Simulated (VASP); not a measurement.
GaSe: single point with PBE

Crystal: GaSe.

```
Ga Se
1.0
     3.81566    0.00000    0.00000
    -1.90783    3.30445    0.00000
     0.00000    0.00000   18.25935
Ga Se
4 4
Direct
  0.33333 0.66667 0.18239
  0.66667 0.33333 0.68239
  0.33333 0.66667 0.31761
  0.66667 0.33333 0.81761
  0.33333 0.66667 0.61824
  0.66667 0.33333 0.11824
  0.33333 0.66667 0.88176
  0.66667 0.33333 0.38176
```

```
Program                : VASP 6.6.1
Task                   : single point
Functional             : PBE
Potentials or basis    : VASP PAW PBE potentials, release 64 (Ga_d, Se)
Cutoff                 : 500 eV
k mesh                 : 9 × 9 × 2
Occupations            : gaussian, width 0.02 eV
Spin                   : no spin polarisation
Dipole correction      : no
Further INCAR settings : ALGO = Normal; EDIFF = 1e-06; NBANDS = 48
```

```json
{
 "Pressure": "0.1 GPa",
 "Largest force": "0.025 eV/Å",
 "Band gap on the k mesh": "1.34 eV (least direct gap 1.36 eV)"
}
```

Forces in eV/Å, atoms in the order of the input:
```
Ga   0.000  0.000  0.018
Ga   0.000  0.000  0.018
Ga   0.000  0.000 -0.018
Ga   0.000  0.000 -0.018
Se   0.000  0.000 -0.025
Se   0.000  0.000 -0.025
Se   0.000  0.000  0.025
Se   0.000  0.000  0.025
```

Levels at points of the mesh, in eV from the valence-band top:
```tsv
k point	band 35	band 36	band 37	band 38	band 39	band 40	band 41	band 42
(0.00, 0.00, 0.00)	-0.76	-0.76	-0.64	-0.02	1.34	1.81	2.55	2.56
(0.00, 0.00, 0.50)	-0.76	-0.76	-0.35	-0.35	1.61	1.61	2.56	2.56
```

Run time: 7.3 min on 1 thread of Intel(R) Xeon(R) Platinum 8259CL CPU @ 2.50GHz (Skylake/Cascade Lake), on a shared host, peak memory 0.43 GiB.

Caveat: an odd mesh through Γ misses points on the zone boundary, where band edges can lie; this functional lacks dispersion, which binds the layers, so the pressure and a relaxed spacing across them are unreliable.
